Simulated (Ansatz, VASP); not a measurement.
GdO in VASP and in Ansatz

POSCAR

```
GdO
1.0
    0.0000000000      2.6635090403      2.6635090403
    2.6635090403      0.0000000000      2.6635090403
    2.6635090403      2.6635090403      0.0000000000
Gd O
1 1
Direct
    0.0000000000      0.0000000000      0.0000000000
    0.2500000000      0.2500000000      0.2500000000
```

File INCAR.step1:

```
SYSTEM = GdO
PREC = Accurate ; ENCUT = 520
ISMEAR = -1 ; SIGMA = 0.05
LREAL = .False. ; LASPH = .True.
NELM = 150 ; ISPIN = 2
MAGMOM = 7 0 ; LMAXMIX = 6
NBANDS = 23 ; GGA = PE
ALGO = Normal ; EDIFF = 1E-4
LWAVE = .True. ; LCHARG = .False.
```

The input INCAR.step2:

```
SYSTEM = GdO
PREC = Accurate ; ENCUT = 520
EDIFF = 1E-6 ; ISMEAR = -1
SIGMA = 0.05 ; LREAL = .False.
LASPH = .True. ; NELM = 150
ALGO = Normal ; ISIF = 2
LWAVE = .False. ; LCHARG = .True.
ISPIN = 2 ; MAGMOM = 7 0
LORBIT = 11 ; LMAXMIX = 6
METAGGA = R2SCAN ; LMIXTAU = .True.
LELF = .True. ; LVHAR = .True.
NBANDS = 23 ; ISTART = 1
```

Contents of KPOINTS:

```
Automatic mesh
0
Gamma
  9 9 9
  0 0 0
```

The input input.yaml:

```yaml
crystal:
  lattice:
    - [0.0, 2.6635090403, 2.6635090403]
    - [2.6635090403, 0.0, 2.6635090403]
    - [2.6635090403, 2.6635090403, 0.0]
  atoms:
    - { symbol: Gd, position: [0.0, 0.0, 0.0], spin: 7.0 }
    - { symbol: O, position: [0.25, 0.25, 0.25] }
hamiltonian:
  xc: r2scan
  pseudopotentials: { kind: paw }
magnetization:
  spin_polarized: true
kpoints:
  mp_grid: { grid: [9, 9, 9] }
scf:
  occupations: { method: fermi_dirac, width: 0.05 }
output:
  forces: true
  stress: true
  eigenvalues: true
```

Alike in both runs: task single point; functional r2SCAN; k mesh 9 × 9 × 9; occupations fermi-dirac, width 0.05 eV; collinear spin.

|  | VASP | Ansatz |
| --- | --- | --- |
| version | VASP 6.6.1 | Ansatz 0.2.0 |
| potentials or method | VASP PAW PBE potentials, release 64 (Gd, O) | Ansatz PAW |
| plane-wave cutoff (eV) | 520 | 500 |
| valence electrons in the cell | 24 | 24 |

VASP gave:

- gap on the k mesh at the Fermi level (eV): none
- pressure (GPa): 2.1
- net moment per atom (μB): 3.97
- size of the moment on the site where the two differ most (μB): 6.99

Task: Estimate Ansatz's values.

Result: gap on the k mesh at the Fermi level (eV): none; pressure (GPa): 2.1; net moment per atom (μB): 3.97; size of the moment on the site where the two differ most (μB): 7.01.

VASP's potentials were made for PBE, not for r2SCAN. Site moments also hang on the region over which each program counts them. A gap of «none» marks a metal or a gap that the smearing closes.

Spin-orbit coupling is off throughout. Noted on Ansatz's run: the magnetic or orbital state may not be the lowest.
